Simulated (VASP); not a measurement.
# Cu (P6_3/mmc) in VASP: further runs

Cu is run at these levels: PBEsol; tasks: single point.

All numbers are computed with VASP 6.6.1; they aren't measurements. Logs are shortened: lines on timing, memory, paths and dates and some standing lists are left out, and cuts for length are marked.

## Step 1: The cell of the first run

Symmetry: P6_3/mmc, No. 194, hexagonal system. Conventional cell: a = 2.480 Å, b = 2.480 Å, c = 4.253 Å, α = 90.00°, β = 90.00°, γ = 120.00°. Cu (site symmetry -6m2) has 12 Cu at 2.48 to 2.56 Å within 3.3 Å.

This isn't the form of Cu at room conditions, which is fcc.

## Step 2: Single point, PBEsol

INCAR reads:

```
PREC = Accurate
ENCUT = 520
EDIFF = 1E-6
ISMEAR = 0
SIGMA = 0.15
LREAL = False
LASPH = True
NELM = 60
ALGO = Fast
ISIF = 2
LWAVE = False
LCHARG = False
GGA = PS
NBANDS = 18
```

KPOINTS reads:

```
regular mesh
0
Gamma
  30 30 16
```

POSCAR reads:

```
Cu
1.0
    2.4799292209      0.0000000000      0.0000000000
   -1.2399646105      2.1476817049      0.0000000000
    0.0000000000      0.0000000000      4.2526219237
Cu
2
Direct
    0.3333333333      0.6666666667      0.2500000000
    0.6666666667      0.3333333333      0.7500000000
```

Potentials or basis: VASP PAW PBE potentials, release 64 (Cu).

Run with:

```bash
$ cat potpaw_PBE.64/Cu/POTCAR > POTCAR
$ mpirun -np 1 vasp_std > vasp.out
```

OUTCAR:

```text
PREC = Accurate
   ENCUT = 520
   EDIFF = 1E-6
   ISMEAR = 0
   LREAL = False
   LASPH = True
   NELM = 60
   ISIF = 2
   GGA = PS

 ion  position               nearest neighbor table
   1  0.333  0.667  0.250-   2 2.56   2 2.56   2 2.56   2 2.56   2 2.56   2 2.56
   2  0.667  0.333  0.750-   1 2.56   1 2.56   1 2.56   1 2.56   1 2.56   1 2.56

  LATTYP: Found a hexagonal cell.
 ALAT       =     2.4799292209
 C/A-ratio  =     1.7148158455

  Lattice vectors:

 A1 = (   2.4799292209,   0.0000000000,   0.0000000000)
 A2 = (  -1.2399646105,   2.1476817049,   0.0000000000)
 A3 = (   0.0000000000,   0.0000000000,   4.2526219237)

Analysis of symmetry for initial positions (statically):
=====================================================================
 Subroutine PRICEL returns:
 Original cell was already a primitive cell.

 Routine SETGRP: Setting up the symmetry group for a
 hexagonal supercell.

 Subroutine GETGRP returns: Found 24 space group operations
 (whereof 12 operations were pure point group operations)
 out of a pool of 24 trial point group operations.

The static configuration has the point symmetry D_3d.
 The point group associated with its full space group is D_6h.

Analysis of symmetry for dynamics (positions and initial velocities):
=====================================================================
 Subroutine PRICEL returns:
 Original cell was already a primitive cell.

 Routine SETGRP: Setting up the symmetry group for a
 hexagonal supercell.

 Subroutine GETGRP returns: Found 24 space group operations
 (whereof 12 operations were pure point group operations)
 out of a pool of 24 trial point group operations.

The dynamic configuration has the point symmetry D_3d.
 The point group associated with its full space group is D_6h.

 Subroutine INISYM returns: Found 24 space group operations
 (whereof 12 operations are pure point group operations),
 and found     1 'primitive' translations

----------------------------------------------------------------------------------------

                                     Primitive cell

  volume of cell :      22.6499

  direct lattice vectors                    reciprocal lattice vectors
     2.479929221  0.000000000  0.000000000     0.403237315  0.232809172  0.000000000
    -1.239964610  2.147681705  0.000000000     0.000000000  0.465618345  0.000000000
     0.000000000  0.000000000  4.252621924     0.000000000  0.000000000  0.235149049

  length of vectors
     2.479929221  2.479929221  4.252621924     0.465618345  0.465618345  0.235149049

  position of ions in fractional coordinates (direct lattice)
     0.333333333  0.666666667  0.250000000
     0.666666667  0.333333333  0.750000000

  ion indices of the primitive-cell ions
   primitive index   ion index
                 1           1
                 2           2

----------------------------------------------------------------------------------------

 KPOINTS: regular mesh

Automatic generation of k-mesh.
 Grid dimensions read from file:
 generate k-points for:   30   30   16

 Generating k-lattice:

  Cartesian coordinates                     Fractional coordinates (reciprocal lattice)
     0.013441244  0.007760306  0.000000000     0.033333333  0.000000000  0.000000000
     0.000000000  0.015520611  0.000000000     0.000000000  0.033333333  0.000000000
     0.000000000  0.000000000  0.014696816     0.000000000  0.000000000  0.062500000

  Length of vectors
     0.015520611  0.015520611  0.014696816

  Shift w.r.t. Gamma in fractional coordinates (k-lattice)
     0.000000000  0.000000000  0.000000000

 Subroutine IBZKPT returns following result:
 ===========================================

 Found    819 irreducible k-points:

 Following reciprocal coordinates:
            Coordinates               Weight
  0.000000  0.000000  0.000000      1.000000
  0.033333  0.000000  0.000000      6.000000
  0.066667  0.000000  0.000000      6.000000
  0.100000  0.000000  0.000000      6.000000
  0.133333  0.000000  0.000000      6.000000
  0.166667  0.000000  0.000000      6.000000
[... 16 lines left out ...]
  0.233333  0.033333  0.000000     12.000000
  0.266667  0.033333  0.000000     12.000000
 [... further k-points ...]
   k-points           NKPTS =    819   k-points in BZ     NKDIM =    819   number of bands    NBANDS=     18
   number of dos      NEDOS =    301   number of ions     NIONS =      2
   total plane-waves  NPLWV =  10368
   dimension x,y,z NGX =    18 NGY =   18 NGZ =   32
   dimension x,y,z NGXF=    36 NGYF=   36 NGZF=   64
   ions per type =               2
   NGX,Y,Z   is equivalent  to a cutoff of  12.07, 12.07, 12.51 a.u.
   NGXF,Y,Z  is equivalent  to a cutoff of  24.13, 24.13, 25.02 a.u.
 SYSTEM =  unknown system
   PREC   = accura    normal or accurate (medium, high low for compatibility)
   ISTART =      0    job   : 0-new  1-cont  2-samecut
   ICHARG =      2    charge: 1-file 2-atom 10-const
   ISPIN  =      1    spin polarized calculation?
   LNONCOLLINEAR =      F non collinear calculations
   LSORBIT =      F    spin-orbit coupling
   LASPH  =      T    aspherical Exc in radial PAW
   ENCUT  =  520.0 eV  38.22 Ry    6.18 a.u.   4.61  4.61  7.91*2*pi/ulx,y,z
   NELM   =     60;   NELMIN=  2; NELMDL= -5     # of ELM steps
   EDIFF  = 0.1E-05   stopping-criterion for ELM
   LREAL  =      F    real-space projection
   EDIFFG = 0.1E-04   stopping-criterion for IOM
   NSW    =      0    number of steps for IOM
   IBRION =     -1    ionic relax: 0-MD 1-quasi-New 2-CG
   NFREE  =      0    steps in history (QN), initial steepest desc. (CG)
   ISIF   =      2    stress and relaxation
   ISYM   =      2    0-nonsym 1-usesym 2-fastsym
   POTIM  = 0.5000    time-step for ionic-motion
   TEBEG  =    0.0;   TEEND  =   0.0 temperature during run
   PSTRESS=    0.0 pullay stress
   NELECT =      22.0000    total number of electrons
   NUPDOWN=      -1.0000    fix difference up-down
   EMIN   =  10.00;   EMAX   =-10.00  energy-range for DOS
   EFERMI =   0.00;   METHOD = LEGACY
   ISMEAR =     0;   SIGMA  =   0.15  broadening in eV -4-tet -1-fermi 0-gaus
   EFERMI_NEDOS =   21; number of points for ismear=-14 and -15
   IALGO  =     68    algorithm
   IMIX   =      4    mixing-type and parameters
     AMIX     =   0.40;   BMIX     =  1.00
     AMIX_MAG =   1.60;   BMIX_MAG =  1.00
  volume/ion in A,a.u.               =      11.32        76.42
  Fermi-wavevector in a.u.,A,eV,Ry     =   1.621289  3.063792 35.763969  2.628578
  Thomas-Fermi vector in A             =   2.715089
   LORBIT       =      0    0 simple, 1 ext, 2 COOP (PROOUT), +10 PAW based schemes
   GGA     = PS    functional components
   LHFCALC =     F    Hartree Fock is set to
   AEXX    =    0.0000 exact exchange contribution
   IVDW    =     0    specifies the selected vdW correction
   LEPSILON=     F    determine dielectric tensor
   LRPA    =     F    only Hartree local field effects (RPA)
 non-spin polarized calculation
 RMM-DIIS sequential band-by-band and
 Gauss-broadening in eV      SIGMA  =   0.15
  energy-cutoff  :      520.00
  volume of cell :       22.65
 maximum number of plane-waves:       628
   NGX =  9   NGY =  9   NGZ = 15

 number of electron      22.0000001 magnetization

 Free energy of the ion-electron system (eV)
  ---------------------------------------------------
  ext. energy  EPLUGINS =         0.00000000
  ---------------------------------------------------
  free energy    TOTEN  =        -8.58557038 eV

  energy without entropy =       -8.57798781  energy(sigma->0) =       -8.58177909

 E-fermi :   7.9130     XC(G=0): -13.1529

 val. band max:        7.9108179577   @ k =   0.2333   0.1000   0.3125
 cond. band min:       7.9335517752   @ k =   0.2667   0.2000   0.4375
 fundamental gap:      0.0227338175
 Fermi energy:         7.9129614845

 k-point     1 :       0.0000    0.0000    0.0000
  band No.  band energies     occupation
      1      -1.7836      2.00000
      2       2.4734      2.00000
      3       4.5848      2.00000
      4       4.8236      2.00000
      5       4.8236      2.00000
      6       5.0077      2.00000
[... 10 lines left out ...]
     17      31.3921      0.00000
     18      32.8744      0.00000

 k-point     2 :       0.0333    0.0000    0.0000
  band No.  band energies     occupation
      1      -1.7451      2.00000
      2       2.4984      2.00000
      3       4.5824      2.00000
      4       4.8229      2.00000
      5       4.8383      2.00000
      6       4.9991      2.00000
[... 10 lines left out ...]
     17      30.7965      0.00000
     18      33.4131      0.00000

 k-point     3 :       0.0667    0.0000    0.0000
  band No.  band energies     occupation
      1      -1.6299      2.00000
      2       2.5719      2.00000
      3       4.5702      2.00000
      4       4.8261      2.00000
      5       4.8823      2.00000
      6       4.9752      2.00000
[... 10 lines left out ...]
     17      30.7727      0.00000
     18      33.3786      0.00000

 k-point     4 :       0.1000    0.0000    0.0000
  band No.  band energies     occupation
      1      -1.4393      2.00000
      2       2.6891      2.00000
      3       4.5382      2.00000
      4       4.8378      2.00000
      5       4.9471      2.00000
      6       4.9542      2.00000
[... 375 lines left out ...]
      4       4.3274      2.00000
      5       4.6915      2.00000
      6       5.1558      2.00000
[... 10 lines left out ...]
     17      28.2346      0.00000
     18      30.6590      0.00000

 k-point    23 :       0.2333    0.0333    0.0000
  band No.  band energies     occupation
      1       0.2783      2.00000
      2       3.3823      2.00000
      3       3.9821      2.00000
      4       4.3082      2.00000
      5       4.6552      2.00000
      6       5.0850      2.00000
[... 10 lines left out ...]
     17      27.1126      0.00000
     18      29.9620      0.00000

 k-point    24 :       0.2667    0.0333    0.0000
  band No.  band energies     occupation
      1       0.7901      2.00000
      2       3.4206      2.00000
      3       3.8216      2.00000
      4       4.3208      2.00000
      5       4.6622      2.00000
      6       5.0160      2.00000
[... 10 lines left out ...]
     17      25.8273      0.00000
     18      29.4982      0.00000

 [... further k-points ...]

------------------------ aborting loop because EDIFF is reached ----------------------------------------

  FORCE on cell =-STRESS in cart. coord.  units (eV):
  Direction    XX          YY          ZZ          XY          YZ          ZX
  --------------------------------------------------------------------------------------
  -------------------------------------------------------------------------------------
  Total        0.5955234      0.5955234     -0.6622932     -0.0000000      0.0000000      0.0000000
  in kB       42.1253381     42.1253381    -46.8484116     -0.0000000      0.0000000      0.0000000
  external PRESSURE =      12.4674215 kB  Pullay stress =       0.0000000 kB

 VOLUME and BASIS-vectors are now :
 -----------------------------------------------------------------------------
  energy-cutoff  :      520.00
  volume of cell :       22.65
      direct lattice vectors                 reciprocal lattice vectors
     2.479929221  0.000000000  0.000000000     0.403237315  0.232809172  0.000000000
    -1.239964610  2.147681705  0.000000000     0.000000000  0.465618345  0.000000000
     0.000000000  0.000000000  4.252621924     0.000000000  0.000000000  0.235149049

 POSITION                                       TOTAL-FORCE (eV/Angst)
 -----------------------------------------------------------------------------------
     -0.00000      1.43179      1.06316         0.000000     -0.000000      0.000000
      1.23996      0.71589      3.18947        -0.000000      0.000000      0.000000
 -----------------------------------------------------------------------------------
    total drift:                               -0.000000      0.000000     -0.000000

  FREE ENERGIE OF THE ION-ELECTRON SYSTEM (eV)
  ---------------------------------------------------
  free  energy   TOTEN  =        -8.5855703766 eV

  energy  without entropy=       -8.5779878092  energy(sigma->0) =       -8.58177909
```

Wall time 3.7 min (1 thread of Intel Xeon Platinum 8259CL at 2.50GHz (Skylake/Cascade Lake), shared host); peak memory 0.36 GiB.

Results:

```
Free energy            : -8.5856 eV
Pressure               : 1.2 GPa
Band gap on the k mesh : zero (bands 11 and 12 overlap by 6.39 eV)
```

Stress tensor (GPa, compression positive):
```
 4.21  0.00  0.00
 0.00  4.21  0.00
 0.00  0.00 -4.68
```

Caveat: the stress differs along the axes, from -5 to 4 GPa; the PAW data sets were made with another functional, which shifts forces and pressure a little.

## Step 3: Single point, PBEsol

This run uses another cell than the first one, of the same volume but with other edges.

INCAR reads:

```
PREC = Accurate ; ENCUT = 520
EDIFF = 1E-6 ; ISMEAR = 0
SIGMA = 0.15 ; LREAL = F
LASPH = T ; NELM = 100
ALGO = Fast ; ISIF = 2
LWAVE = F ; LCHARG = F
GGA = PS ; NBANDS = 18
```

KPOINTS is that of step 2.

POSCAR reads:

```
Cu
1.0
    2.7152243722      0.0000000000      0.0000000000
   -1.3576121861      2.3514532833      0.0000000000
    0.0000000000      0.0000000000      3.5475122113
Cu
2
Direct
    0.3333333333      0.6666666667      0.2500000000
    0.6666666667      0.3333333333      0.7500000000
```

Potentials or basis: VASP PAW PBE potentials, release 64 (Cu).

Run with:

```bash
$ cat potpaw_PBE.64/Cu/POTCAR > POTCAR
$ mpirun -np 1 vasp_std > vasp.out
```

Run time: 4.2 min. Hardware: 1 thread of Intel Xeon Platinum 8259CL at 2.50GHz (Skylake/Cascade Lake), shared host; peak memory 0.36 GiB.

It converged, with:

- Free energy: -8.2234 eV
- Pressure: 8.4 GPa
- Band gap on the k mesh: zero (bands 11 and 12 overlap by 4.97 eV)

Stress tensor (GPa, compression positive):
```
-1.74  0.00  0.00
 0.00 -1.74  0.00
 0.00  0.00 28.55
```

Levels at points of the mesh, in eV from the Fermi level:
| k point | band 9 | band 10 | band 11 | band 12 | band 13 | band 14 |
| --- | --- | --- | --- | --- | --- | --- |
| (0.00, 0.00, 0.00) | -2.38 | -1.70 | -1.70 | 1.53 | 7.55 | 17.68 |
| (0.50, 0.00, 0.00) | -1.78 | -1.32 | -0.58 | 0.72 | 9.47 | 10.00 |
| (0.00, 0.00, 0.50) | -1.83 | -1.83 | -1.83 | -1.83 | 19.03 | 19.03 |
| (0.50, 0.00, 0.50) | -1.86 | -1.86 | 0.24 | 0.24 | 4.75 | 4.75 |

Caveat: the stress differs along the axes, from -2 to 29 GPa; the PAW data sets were made with another functional, which shifts forces and pressure a little.

## Step 4: Single point, PBEsol

This run uses another cell than the first one, of the same volume but with other edges.

INCAR reads:

```
SYSTEM = Cu
  PREC = Accurate
  ENCUT = 520
  EDIFF = 1E-7
  ISMEAR = 0
  SIGMA = 0.15
  LREAL = .FALSE.
  LASPH = .TRUE.
  NELM = 100
  ALGO = Fast
  ISIF = 2
  LWAVE = .FALSE.
  LCHARG = .TRUE.
  GGA = PS
  LELF = .TRUE.
  LVHAR = .TRUE.
  NBANDS = 18
```

KPOINTS reads:

```
Automatic mesh
0
G
  30 30 16
  0 0 0
```

POSCAR reads:

```
Cu
1.0
    2.3095175573      0.0000000000      0.0000000000
   -1.1547587787      2.0001008751      0.0000000000
    0.0000000000      0.0000000000      4.9033490413
Cu
2
Direct
    0.3333333333      0.6666666667      0.2500000000
    0.6666666667      0.3333333333      0.7500000000
```

Run with:

```bash
$ cat potpaw_PBE.64/Cu/POTCAR > POTCAR
$ mpirun -np 1 vasp_std > vasp.out
```

It took 4.9 min on 1 thread of Intel Xeon Platinum 8259CL at 2.50GHz (Skylake/Cascade Lake), shared host; peak memory 0.36 GiB.

It converged, with:

```
Free energy            : -7.9422 eV
Pressure               : 15.8 GPa
Band gap on the k mesh : zero (bands 11 and 12 overlap by 7.76 eV)
```

Stress tensor (GPa, compression positive):
```
 34.54   0.00   0.00
  0.00  34.54   0.00
  0.00   0.00 -21.78
```

Levels at points of the mesh, in eV from the Fermi level:
| k point | band 9 | band 10 | band 11 | band 12 | band 13 | band 14 |
| --- | --- | --- | --- | --- | --- | --- |
| (0.00, 0.00, 0.00) | -2.02 | -2.02 | -1.78 | -1.78 | 0.75 | 14.67 |
| (0.50, 0.00, 0.00) | -1.32 | -1.30 | 0.45 | 2.25 | 7.21 | 7.37 |
| (0.00, 0.00, 0.50) | -1.89 | -1.89 | -1.89 | -1.89 | 6.74 | 6.74 |
| (0.50, 0.00, 0.50) | -1.31 | -1.31 | 0.80 | 0.80 | 6.07 | 6.07 |

Caveat: the stress differs along the axes, from -22 to 35 GPa; the PAW data sets were made with another functional, which shifts forces and pressure a little.

## Step 5: Summary

| cell | further INCAR settings | gap on the mesh (eV) | pressure (GPa) |
| --- | --- | --- | --- |
| a = 2.480, b = 2.480, c = 4.253 Å, angles 90.0, 90.0, 120.0°, 2 atoms | ALGO = Fast; EDIFF = 1e-06; NBANDS = 18 | none | 1.2 |
| a = 2.715, b = 2.715, c = 3.548 Å, angles 90.0, 90.0, 120.0°, 2 atoms | ALGO = Fast; EDIFF = 1e-06; NBANDS = 18 | none | 8.4 |
| a = 2.310, b = 2.310, c = 4.903 Å, angles 90.0, 90.0, 120.0°, 2 atoms | ALGO = Fast; EDIFF = 1e-07; NBANDS = 18 | none | 15.8 |

Alike in all rows: task single point; level PBEsol; potentials or basis VASP PAW PBE potentials, release 64 (Cu); no spin polarisation; k mesh 30 × 30 × 16; cutoff (eV) 520; smearing gaussian 0.15 eV.

Caveats: the PAW data sets were made with another functional, which shifts forces and pressure a little; the stress differs along the axes, from -5 to 4 GPa (at least some runs); the stress differs along the axes, from -2 to 29 GPa (at least some runs); the stress differs along the axes, from -22 to 35 GPa (at least some runs).

Total energies depend on the potentials used, so only differences within one code and one set of settings carry meaning.

The gap in the log of VASP goes by the Fermi energy; the results here count the filled bands.